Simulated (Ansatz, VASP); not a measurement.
**CaO in VASP and in Ansatz**

POSCAR

```
CaO
1.0
   -1.0285155504      2.0570311008      2.0570311008
    2.0570311008     -1.0285155504      2.0570311008
    2.0570311008      2.0570311008     -1.0285155504
Ca O
1 1
Direct
    0.0000000000      0.0000000000      0.0000000000
    0.5000000000      0.5000000000      0.5000000000
```

INCAR.step1

```
PREC = Accurate
ENCUT = 520
ISMEAR = 0
SIGMA = 0.05
LREAL = F
LASPH = T
NELM = 100
NBANDS = 15
GGA = PE
ALGO = Normal
EDIFF = 1E-4
LWAVE = T
LCHARG = F
```

File INCAR.step2:

```
PREC = Accurate
ENCUT = 520
EDIFF = 1E-6
ISMEAR = 0
SIGMA = 0.05
LREAL = F
LASPH = T
NELM = 100
ALGO = Normal
ISIF = 2
LWAVE = F
LCHARG = F
METAGGA = R2SCAN
LMIXTAU = T
NBANDS = 15
ISTART = 1
```

File KPOINTS:

```
Automatic mesh
0
Gamma
  10 10 10
```

Input for Ansatz:

```yaml
crystal:
  lattice:
    - [-1.0285155504, 2.0570311008, 2.0570311008]
    - [2.0570311008, -1.0285155504, 2.0570311008]
    - [2.0570311008, 2.0570311008, -1.0285155504]
  atoms:
    - { symbol: Ca, position: [0.0, 0.0, 0.0] }
    - { symbol: O, position: [0.5, 0.5, 0.5] }
basis:
  ecutwfc: 500
kpoints:
  mp_grid: { grid: [10, 10, 10] }
hamiltonian:
  xc: r2scan
scf:
  occupations: { method: gaussian, width: 0.05 }
output:
  forces: true
  stress: true
  eigenvalues: true
```

Alike in both runs: task single point; functional r2SCAN; k mesh 10 × 10 × 10; occupations gaussian, width 0.05 eV; no spin polarisation.

|  | VASP | Ansatz |
| --- | --- | --- |
| version | VASP 6.6.1 | Ansatz 0.2.0 |
| potentials or method | VASP PAW PBE potentials, release 64 (Ca_sv, O), cutoff 520 eV | scalar-relativistic, plane waves, PAW |
| valence electrons in the cell | 16 | 16 |

Ansatz gave:

```
gap on the k mesh at the Fermi level (eV) : 3.26
least direct gap on the mesh (eV)         : 3.57
pressure (GPa)                            : -15.0
```

Problem. Which values does VASP return?

Solution. gap on the k mesh at the Fermi level (eV): 3.26; least direct gap on the mesh (eV): 3.58; pressure (GPa): -14.6.

VASP's potentials were made for PBE, not for r2SCAN.
